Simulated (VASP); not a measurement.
# Ti3H in VASP: notebook, part 2 of 2

VASP 6.6.1.

### 3 Single point, PBE

File INCAR:

```
ALGO = Normal ; DIPOL = 0.5 0.5 0.339
EDIFF = 1E-7 ; ENCUT = 520
GGA = PE ; IDIPOL = 3
ISIF = 2 ; ISMEAR = 0
LASPH = True ; LCHARG = True
LDIPOL = True ; LELF = True
LREAL = False ; LVACPOTAV = True
LVHAR = True ; LWAVE = False
NBANDS = 26 ; NELM = 60
PREC = Accurate ; SIGMA = 0.1
```

File KPOINTS:

```
k-points
0
Gamma
  10 10 1
```

File POSCAR:

```
Ti3H
1.0
    2.8193504947      0.0000000000      0.0000000000
   -0.9397834982      2.6581091378      0.0000000000
    0.0000000000      0.0000000000     21.3259744853
Ti H
3 1
Direct
    0.5000000000      0.5000000000      0.1875646997
    0.0000000000      0.0000000000      0.2892724347
    0.5000000000      0.5000000000      0.3904147260
    0.5000000000      0.5000000000      0.4874794581
```

Potentials or basis: VASP PAW PBE potentials, release 64 (Ti_sv, H).

Command:

```console
cat potpaw_PBE.64/Ti_sv/POTCAR potpaw_PBE.64/H/POTCAR > POTCAR
mpirun -np 1 vasp_std > vasp.out
```

OUTCAR:

```text
EDIFF = 1E-7
   ENCUT = 520
   GGA = PE
   ISIF = 2
   ISMEAR = 0
   LASPH = True
   LREAL = False
   NELM = 60
   PREC = Accurate

 ion  position               nearest neighbor table
   1  0.500  0.500  0.188-   2 2.71   2 2.71
   2  0.000  0.000  0.289-   3 2.70   3 2.70   1 2.71   1 2.71
   3  0.500  0.500  0.390-   2 2.70   2 2.70
   4  0.500  0.500  0.487-

  LATTYP: Found a base centered orthorhombic cell.
 ALAT       =     3.2555055341
 B/A-ratio  =     1.4142135624
 C/A-ratio  =     6.5507412786

  Lattice vectors:

 A1 = (   2.8193504947,   0.0000000000,   0.0000000000)
 A2 = (  -0.9397834982,   2.6581091378,   0.0000000000)
 A3 = (   0.0000000000,   0.0000000000,  21.3259744853)

Analysis of symmetry for initial positions (statically):
=====================================================================
 Subroutine PRICEL returns:
 Original cell was already a primitive cell.

 Routine SETGRP: Setting up the symmetry group for a
 base centered orthorhombic supercell.

 Subroutine GETGRP returns: Found  4 space group operations
[... 169 lines left out ...]
  ---------------------------------------------------
  free energy    TOTEN  =       -24.08805820 eV

  energy without entropy =      -24.03716025  energy(sigma->0) =      -24.06260923

 E-fermi :  -0.9012     XC(G=0):  -4.8943

 val. band max:       -0.9034067554   @ k =   0.1000   0.0000   0.0000
 cond. band min:      -0.8891804317   @ k =   0.2000   0.0000   0.0000
 fundamental gap:      0.0142263237
 Fermi energy:        -0.9011997120

 k-point     1 :       0.0000    0.0000    0.0000
  band No.  band energies     occupation
      1     -57.6153      2.00000
      2     -57.5179      2.00000
      3     -57.1567      2.00000
      4     -34.0134      2.00000
      5     -33.8365      2.00000
      6     -33.6673      2.00000
[... 685 lines left out ...]
     25       1.9375      0.00000
     26       2.2752      0.00000

 [... further k-points ...]
[... 5 lines left out ...]
  --------------------------------------------------------------------------------------
  -------------------------------------------------------------------------------------
  Total       -0.6004485     -0.1937643     -2.2821686      0.5751383      0.0000000      0.0000000
  in kB       -6.0194333     -1.9424670    -22.8784994      5.7657010      0.0000000      0.0000000
  external PRESSURE =     -10.2801332 kB  Pullay stress =       0.0000000 kB

 VOLUME and BASIS-vectors are now :
 -----------------------------------------------------------------------------
  energy-cutoff  :      520.00
  volume of cell :      159.82
      direct lattice vectors                 reciprocal lattice vectors
     2.819350495  0.000000000  0.000000000     0.354691622  0.125402426  0.000000000
    -0.939783498  2.658109138  0.000000000     0.000000000  0.376207277  0.000000000
     0.000000000  0.000000000 21.325974485     0.000000000  0.000000000  0.046891175

 POSITION                                       TOTAL-FORCE (eV/Angst)
 -----------------------------------------------------------------------------------
      0.93978      1.32905      4.00000         0.000000      0.000000      0.022459
      0.00000      0.00000      6.16902        -0.000000      0.000000     -0.297090
      0.93978      1.32905      8.32597         0.000000      0.000000      1.630364
      0.93978      1.32905     10.39597        -0.000000      0.000000     -1.355734
 -----------------------------------------------------------------------------------
    total drift:                               -0.000000     -0.000000     -0.000097

  FREE ENERGIE OF THE ION-ELECTRON SYSTEM (eV)
  ---------------------------------------------------
  free  energy   TOTEN  =       -24.0880582012 eV

  energy  without entropy=      -24.0371602528  energy(sigma->0) =      -24.06260923

 vacuum level on the upper side and lower side of the slab         5.710         3.416
```

stdout:

```text
POSCAR found type information on POSCAR TiH
 POSCAR found :  2 types and       4 ions
 scaLAPACK will be used
 LDA part: xc-table for (Slater+PW92), standard interpolation
 POSCAR, INCAR and KPOINTS ok, starting setup
 FFT: planning ... GRIDC
 FFT: planning ... GRID_SOFT
 FFT: planning ... GRID
 WAVECAR not read
 entering main loop
 -----------------------------------------------------------------------------
|                                                                             |
|           W    W    AA    RRRRR   N    N  II  N    N   GGGG   !!!           |
|           W    W   A  A   R    R  NN   N  II  NN   N  G    G  !!!           |
|           W    W  A    A  R    R  N N  N  II  N N  N  G       !!!           |
|           W WW W  AAAAAA  RRRRR   N  N N  II  N  N N  G  GGG   !            |
|           WW  WW  A    A  R   R   N   NN  II  N   NN  G    G                |
|           W    W  A    A  R    R  N    N  II  N    N   GGGG   !!!           |
|                                                                             |
|     Did not find any points to average over, which means that no vacuum     |
|     field-free region was found. Please increase the size of  your cell     |
|     in the dimension of the dipole correction to obtain accurate            |
|     workfunction values.                                                    |
|                                                                             |
 -----------------------------------------------------------------------------
```

It took 3.9 min on 1 thread of AMD EPYC 7R13 (Zen 3), shared host; peak memory 0.32 GiB.

What came out:

```
Free energy            : -24.0881 eV
Largest force          : 1.630 eV/Å
Band gap on the k mesh : zero (an odd number of electrons rules out a gap without spin polarisation)
```

Forces in eV/Å, atoms in the order of the input:
```
Ti   0.000  0.000  0.022
Ti   0.000  0.000 -0.297
Ti   0.000  0.000  1.630
H    0.000  0.000 -1.356
```

### 4 Single point, PBE

File INCAR:

```
ALGO = Normal ; DIPOL = 0.5 0.5 0.349
EDIFF = 1E-6 ; ENCUT = 520
GGA = PE ; IDIPOL = 3
ISIF = 2 ; ISMEAR = 0
LASPH = True ; LCHARG = False
LDIPOL = True ; LREAL = False
LWAVE = False ; NBANDS = 26
NELM = 60 ; PREC = Accurate
SIGMA = 0.1
```

KPOINTS is that of step 3.

Edit POSCAR of step 3 so:

```diff
@@ -11,2 +11,2 @@
     0.5000000000      0.5000000000      0.3904147260
-    0.5000000000      0.5000000000      0.4874794581
+    0.5000000000      0.5000000000      0.5296815155
```

Command:

```console
cat potpaw_PBE.64/Ti_sv/POTCAR potpaw_PBE.64/H/POTCAR > POTCAR
mpirun -np 1 vasp_std > vasp.out
```

Wall time 3.5 min (1 thread of AMD EPYC 7R13 (Zen 3), shared host); peak memory 0.31 GiB.

It converged, with:

* Free energy: -22.9076 eV
* Largest force: 1.081 eV/Å
* Band gap on the k mesh: zero (an odd number of electrons rules out a gap without spin polarisation)

Forces on the atoms (eV/Å):
```
Ti   0.000  0.000  0.012
Ti   0.000  0.000 -0.126
Ti   0.000  0.000  1.081
H    0.000  0.000 -0.967
```

Levels at points of the mesh, in eV from the Fermi level:
| k point | band 17 | band 18 | band 19 | band 20 | band 21 | band 22 |
| --- | --- | --- | --- | --- | --- | --- |
| (0.00, 0.00, 0.00) | -0.43 | -0.02 | 0.04 | 0.91 | 0.92 | 1.08 |
| (0.50, 0.00, 0.00) | -0.40 | -0.26 | -0.17 | 0.26 | 0.57 | 1.37 |
| (0.50, 0.50, 0.00) | -0.85 | -0.22 | 0.74 | 1.19 | 1.24 | 2.03 |

### 5 Single point, PBE

File INCAR:

```
PREC = Accurate
ENCUT = 520
EDIFF = 1E-6
ISMEAR = 0
SIGMA = 0.1
LREAL = F
LASPH = T
NELM = 100
ALGO = Normal
ISIF = 2
LWAVE = F
LCHARG = F
LDIPOL = T
IDIPOL = 3
DIPOL = 0.5 0.5 0.334
GGA = PE
NBANDS = 26
```

File KPOINTS:

```
regular mesh
0
Gamma
  10 10 1
```

Edit POSCAR of step 4 so:

```diff
@@ -11,2 +11,2 @@
     0.5000000000      0.5000000000      0.3904147260
-    0.5000000000      0.5000000000      0.5296815155
+    0.5000000000      0.5000000000      0.4696608116
```

Command:

```console
cat potpaw_PBE.64/Ti_sv/POTCAR potpaw_PBE.64/H/POTCAR > POTCAR
mpirun -np 1 vasp_std > vasp.out
```

Run time: 3.5 min. Hardware: 1 thread of AMD EPYC 7R13 (Zen 3), shared host; peak memory 0.31 GiB.

It converged, with:

```yaml
Free_energy: -24.3579 eV
Largest_force: 0.553 eV/Å
Band_gap_on_the_k_mesh: zero (an odd number of electrons rules out a gap without spin polarisation)
```

Forces in eV/Å, atoms in the order of the input:
```
Ti   0.000  0.000  0.079
Ti   0.000  0.000 -0.425
Ti   0.000  0.000 -0.206
H    0.000  0.000  0.553
```

Levels at points of the mesh, in eV from the Fermi level:
```
           k point  band 15  band 16  band 17  band 18  band 19  band 20  band 21  band 22  band 23  band 24
(0.00, 0.00, 0.00)    -2.93    -2.40    -0.41    -0.01     0.10     0.92     1.10     1.12     1.34     2.34
(0.50, 0.00, 0.00)    -1.77    -1.09    -0.42    -0.26    -0.20     0.66     0.69     1.47     2.51     2.68
(0.50, 0.50, 0.00)    -1.88    -1.58    -0.80    -0.59    -0.19     1.31     1.35     2.33     2.33     2.99
```

### 6 Single point, PBE

File INCAR:

```
SYSTEM = Ti3H
  PREC = Accurate
  ENCUT = 520
  EDIFF = 1E-7
  ISMEAR = 0
  SIGMA = 0.1
  LREAL = .False.
  LASPH = .True.
  NELM = 60
  ALGO = Normal
  ISIF = 2
  LWAVE = .False.
  LCHARG = .False.
  LDIPOL = .True.
  IDIPOL = 3
  DIPOL = 0.5 0.5 0.343
  GGA = PE
  NBANDS = 26
```

File KPOINTS:

```
regular mesh
0
Gamma
  10 10 1
  0 0 0
```

Edit POSCAR of step 5 so:

```diff
@@ -11,2 +11,2 @@
     0.5000000000      0.5000000000      0.3904147260
-    0.5000000000      0.5000000000      0.4696608116
+    0.5000000000      0.5000000000      0.5062359281
```

Potentials or basis: VASP PAW PBE potentials, release 64 (Ti_sv, H).

Command:

```console
cat potpaw_PBE.64/Ti_sv/POTCAR potpaw_PBE.64/H/POTCAR > POTCAR
mpirun -np 1 vasp_std > vasp.out
```

OUTCAR:

```text
SYSTEM = Ti3H
   PREC = Accurate
   ENCUT = 520
   EDIFF = 1E-7
   ISMEAR = 0
   LREAL = .False.
   LASPH = .True.
   NELM = 60
   ISIF = 2
   GGA = PE

 ion  position               nearest neighbor table
   1  0.500  0.500  0.188-   2 2.71   2 2.71
   2  0.000  0.000  0.289-   3 2.70   3 2.70   1 2.71   1 2.71
   3  0.500  0.500  0.390-   2 2.70   2 2.70
   4  0.500  0.500  0.506-

  LATTYP: Found a base centered orthorhombic cell.
 ALAT       =     3.2555055341
 B/A-ratio  =     1.4142135624
 C/A-ratio  =     6.5507412786

  Lattice vectors:

 A1 = (   2.8193504947,   0.0000000000,   0.0000000000)
 A2 = (  -0.9397834982,   2.6581091378,   0.0000000000)
 A3 = (   0.0000000000,   0.0000000000,  21.3259744853)

Analysis of symmetry for initial positions (statically):
=====================================================================
 Subroutine PRICEL returns:
 Original cell was already a primitive cell.

 Routine SETGRP: Setting up the symmetry group for a
 base centered orthorhombic supercell.

 Subroutine GETGRP returns: Found  4 space group operations
[... 178 lines left out ...]
 fundamental gap:      0.0498003687
 Fermi energy:        -0.7678749503

 k-point     1 :       0.0000    0.0000    0.0000
  band No.  band energies     occupation
      1     -57.5518      2.00000
      2     -57.3915      2.00000
      3     -57.0050      2.00000
      4     -33.9565      2.00000
      5     -33.7501      2.00000
      6     -33.5799      2.00000
[... 685 lines left out ...]
     25       2.0674      0.00000
     26       2.2639      0.00000

 [... further k-points ...]

------------------------ aborting loop because EDIFF is reached ----------------------------------------

 vacuum level on the upper side and lower side of the slab       (xc-potential included)         0.967        -1.058

  FORCE on cell =-STRESS in cart. coord.  units (eV):
  Direction    XX          YY          ZZ          XY          YZ          ZX
  --------------------------------------------------------------------------------------
  -------------------------------------------------------------------------------------
  Total       -1.1284776     -0.5842093     -3.1289316      0.7697115      0.0000000      0.0000000
  in kB      -11.3128691     -5.8566372    -31.3672097      7.7162772      0.0000000      0.0000000
  external PRESSURE =     -16.1789053 kB  Pullay stress =       0.0000000 kB

 VOLUME and BASIS-vectors are now :
 -----------------------------------------------------------------------------
  energy-cutoff  :      520.00
  volume of cell :      159.82
      direct lattice vectors                 reciprocal lattice vectors
     2.819350495  0.000000000  0.000000000     0.354691622  0.125402426  0.000000000
    -0.939783498  2.658109138  0.000000000     0.000000000  0.376207277  0.000000000
     0.000000000  0.000000000 21.325974485     0.000000000  0.000000000  0.046891175

 POSITION                                       TOTAL-FORCE (eV/Angst)
 -----------------------------------------------------------------------------------
      0.93978      1.32905      4.00000        -0.000000      0.000000      0.015347
      0.00000      0.00000      6.16902         0.000000      0.000000     -0.210427
      0.93978      1.32905      8.32597         0.000000      0.000000      1.610567
      0.93978      1.32905     10.79597         0.000000      0.000000     -1.415486
 -----------------------------------------------------------------------------------
    total drift:                               -0.000000     -0.000000     -0.000205

  FREE ENERGIE OF THE ION-ELECTRON SYSTEM (eV)
  ---------------------------------------------------
  free  energy   TOTEN  =       -23.5106911091 eV

  energy  without entropy=      -23.4660575700  energy(sigma->0) =      -23.48837434

 vacuum level on the upper side and lower side of the slab         5.558         3.446
```

Wall time 3.7 min (1 thread of AMD EPYC 7R13 (Zen 3), shared host); peak memory 0.32 GiB.

What came out:

- Free energy: -23.5107 eV
- Largest force: 1.611 eV/Å
- Band gap on the k mesh: zero (an odd number of electrons rules out a gap without spin polarisation)

Forces in eV/Å, atoms in the order of the input:
```
Ti   0.000  0.000  0.015
Ti   0.000  0.000 -0.210
Ti   0.000  0.000  1.611
H    0.000  0.000 -1.415
```

Levels at points of the mesh, in eV from the Fermi level:
| k point | band 17 | band 18 | band 19 | band 20 | band 21 | band 22 |
| --- | --- | --- | --- | --- | --- | --- |
| (0.00, 0.00, 0.00) | -0.43 | -0.02 | 0.05 | 0.91 | 1.09 | 1.09 |
| (0.50, 0.00, 0.00) | -0.47 | -0.26 | -0.23 | 0.35 | 0.63 | 1.41 |
| (0.50, 0.50, 0.00) | -0.83 | -0.21 | 0.40 | 1.22 | 1.29 | 2.19 |

### 7 Single point, PBE

File INCAR:

```
SYSTEM = Ti3H
ALGO = Normal
DIPOL = 0.5 0.5 0.357
EDIFF = 1E-7
ENCUT = 520
GGA = PE
IDIPOL = 3
ISIF = 2
ISMEAR = 0
LASPH = .True.
LCHARG = .False.
LDIPOL = .True.
LREAL = .False.
LWAVE = .False.
NBANDS = 26
NELM = 80
PREC = Accurate
SIGMA = 0.1
```

File KPOINTS:

```
k-points
0
Gamma
  10 10 1
  0 0 0
```

Edit POSCAR of step 6 so:

```diff
@@ -11,2 +11,2 @@
     0.5000000000      0.5000000000      0.3904147260
-    0.5000000000      0.5000000000      0.5062359281
+    0.5000000000      0.5000000000      0.5625053380
```

Command:

```console
cat potpaw_PBE.64/Ti_sv/POTCAR potpaw_PBE.64/H/POTCAR > POTCAR
mpirun -np 1 vasp_std > vasp.out
```

It took 4 min on 1 thread of AMD EPYC 7R13 (Zen 3), shared host; peak memory 0.31 GiB.

It converged, with:

```
Free energy            : -22.4503 eV
Largest force          : 0.430 eV/Å
Band gap on the k mesh : zero (an odd number of electrons rules out a gap without spin polarisation)
```

Forces in eV/Å, atoms in the order of the input:
```
Ti   0.000  0.000  0.017
Ti   0.000  0.000 -0.068
Ti   0.000  0.000  0.430
H    0.000  0.000 -0.379
```

Levels at points of the mesh, in eV from the Fermi level:
```csv
k point,band 14,band 15,band 16,band 17,band 18,band 19,band 20,band 21,band 22,band 23
"(0.00, 0.00, 0.00)",-4.02,-2.80,-2.24,-0.43,-0.02,0.04,0.48,0.91,1.08,1.08
"(0.50, 0.00, 0.00)",-2.13,-1.60,-0.53,-0.35,-0.27,0.03,0.21,0.52,1.33,2.37
"(0.50, 0.50, 0.00)",-2.00,-1.89,-1.63,-0.86,-0.22,1.00,1.18,1.20,1.91,2.19
```

### 8 The runs side by side

```tsv
cell	gap on the mesh (eV)	largest force (eV/Å)
as given, atomic positions A	none	9.14
as given, atomic positions B	none	1.63
as given, atomic positions C	none	1.08
as given, atomic positions D	none	0.55
as given, atomic positions E	none	1.61
as given, atomic positions F	none	0.43
```

Alike in all rows: task single point; level PBE; potentials or basis VASP PAW PBE potentials, release 64 (Ti_sv, H); no spin polarisation; k mesh 10 × 10 × 1; cutoff (eV) 520; smearing gaussian 0.1 eV.

Total energies depend on the potentials used, so only differences within one code and one set of settings carry meaning.

The gap in the log of VASP goes by the Fermi energy; the results here count the filled bands.